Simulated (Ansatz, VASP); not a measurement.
**BeZn3Se4 in VASP and in Ansatz**

```
CELL_PARAMETERS angstrom
3.94478 0.00000 0.00000
0.00000 7.90548 0.00000
0.00000 0.00000 5.60898
ATOMIC_POSITIONS crystal
Be 0.50000 0.00000 0.50479
Zn 0.00000 0.76240 0.00038
Zn 0.00000 0.23760 0.00038
Zn 0.50000 0.50000 0.49829
Se 0.50000 0.76672 0.73584
Se 0.00000 0.00000 0.28721
Se 0.50000 0.23328 0.73584
Se 0.00000 0.50000 0.23726
```

Alike in both runs: task single point; functional PBE; k mesh 4 × 2 × 4; occupations gaussian, width 0.1 eV; no spin polarisation.

|  | VASP | Ansatz |
| --- | --- | --- |
| version | VASP 6.6.1 | Ansatz 0.2.0 |
| potentials or method | VASP PAW PBE potentials, release 64 (Be, Zn, Se), cutoff 520 eV | scalar-relativistic, plane waves, PAW |
| valence electrons in the cell | 62 | 102 |

VASP gave:

* gap on the k mesh at the Fermi level (eV): 1.65
* least direct gap on the mesh (eV): 1.65
* pressure (GPa): 0.3
* traceless stress, the component that is largest in VASP (GPa): -0.28
* rms of the force components (eV/Å): 0.010

**Question.** Estimate Ansatz's values.

**Answer.** gap on the k mesh at the Fermi level (eV): 1.65; least direct gap on the mesh (eV): 1.65; pressure (GPa): 0.1; traceless stress, the component that is largest in VASP (GPa): -0.28; rms of the force components (eV/Å): 0.007.

Atom by atom the forces differ by 0.004 eV/Å (rms over components). VASP's potentials hold 62 valence electrons a cell and Ansatz's 102, so a difference there can come from the potentials and not from the codes.
